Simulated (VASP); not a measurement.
## Sn: single point with PBEsol

Crystal: Sn.

```
Sn
1.0
     0.00000    2.62447    2.62614
     1.89762    0.00000    2.62614
     1.89762    2.62447    0.00000
Sn
1
Direct
  0.50000 0.50000 0.50000
```

```json
{
 "Program": "VASP 6.6.1",
 "Task": "single point",
 "Functional": "PBEsol",
 "Potentials or basis": "VASP PAW PBE potentials, release 64 (Sn_d)",
 "Cutoff": "520 eV",
 "k mesh": "6 × 6 × 6",
 "Occupations": "gaussian, width 0.1 eV",
 "Spin": "no spin polarisation"
}
```

```json
{
  "Pressure": "-0.1 GPa",
  "Band gap on the k mesh": "zero (band 7 reaches 16.62 eV, above the bottom of band 8 at 5.82 eV)"
}
```

Stress tensor (GPa, compression positive):
```
-0.17  0.00  0.00
 0.00  0.01  0.00
 0.00  0.00 -0.04
```

Levels at points of the mesh, in eV from the Fermi level:
| k point | band 4 | band 5 | band 6 | band 7 | band 8 | band 9 | band 10 | band 11 |
| --- | --- | --- | --- | --- | --- | --- | --- | --- |
| (0.00, 0.00, 0.00) | -21.27 | -21.26 | -11.34 | 8.27 | 8.39 | 8.40 | 12.06 | 12.35 |
| (0.50, 0.00, 0.00) | -21.27 | -21.17 | -6.47 | -4.60 | 3.87 | 5.74 | 8.34 | 8.57 |
| (0.50, 0.50, 0.00) | -21.27 | -21.17 | -6.33 | -4.54 | 3.60 | 5.35 | 8.00 | 8.21 |
| (0.50, 0.00, 0.50) | -21.27 | -21.17 | -6.32 | -4.54 | 3.59 | 5.35 | 8.00 | 8.20 |
| (0.00, 0.50, 0.50) | -21.19 | -21.19 | -2.24 | -0.76 | -0.34 | -0.33 | 3.79 | 3.98 |

It took 7.8 s on 1 thread of Intel(R) Xeon(R) Platinum 8488C (Sapphire Rapids) (shared host), peak memory 0.15 GiB.

Caveat: the k points lie up to 0.39 Å⁻¹ apart; the PAW data sets were made with another functional, which shifts forces and pressure a little; spin-orbit coupling is left out, which moves the levels of the heavy elements.
